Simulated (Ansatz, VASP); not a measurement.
# Si: VASP beside Ansatz

```
CELL_PARAMETERS angstrom
4.55214 -2.43471 0.00000
4.55214 2.43471 0.00000
0.00000 0.00000 4.79488
ATOMIC_POSITIONS crystal
Si 0.50000 0.50000 0.77051
Si 0.50000 0.50000 0.22949
Si 0.00000 0.00000 0.27051
Si 0.00000 0.00000 0.72949
Si 0.72622 0.72622 0.50000
Si 0.22622 0.22622 0.00000
Si 0.27378 0.27378 0.50000
Si 0.77378 0.77378 0.00000
```

Change from the starting cell: strain -0.1000 x Voigt [0, 0, 1, 0, 0, 0], atoms carried along.

Alike in both runs: task single point; functional LDA; k mesh 10 × 10 × 8; occupations gaussian, width 0.15 eV; no spin polarisation.

|  | VASP | Ansatz |
| --- | --- | --- |
| version | VASP 6.6.1 | Ansatz 0.2.0 |
| potentials or method | VASP PAW LDA potentials, release 64 (Si), cutoff 520 eV | scalar-relativistic, plane waves, PAW |
| valence electrons in the cell | 32 | 32 |

```csv
,VASP,Ansatz,Ansatz less VASP
gap on the k mesh at the Fermi level (eV),none,none,-
pressure (GPa),16.7,16.6,-0.13
"traceless stress, the component that is largest in VASP (GPa)",16.16,16.13,-0.022
rms of the force components (eV/Å),0.518,0.517,-0.0008
```

LDA's correlation is that of Perdew and Zunger in VASP and of Perdew and Wang (1992) in Ansatz. Atom by atom the forces differ by 0.001 eV/Å (rms over components). A gap of «none» marks a metal or a gap that the smearing closes.
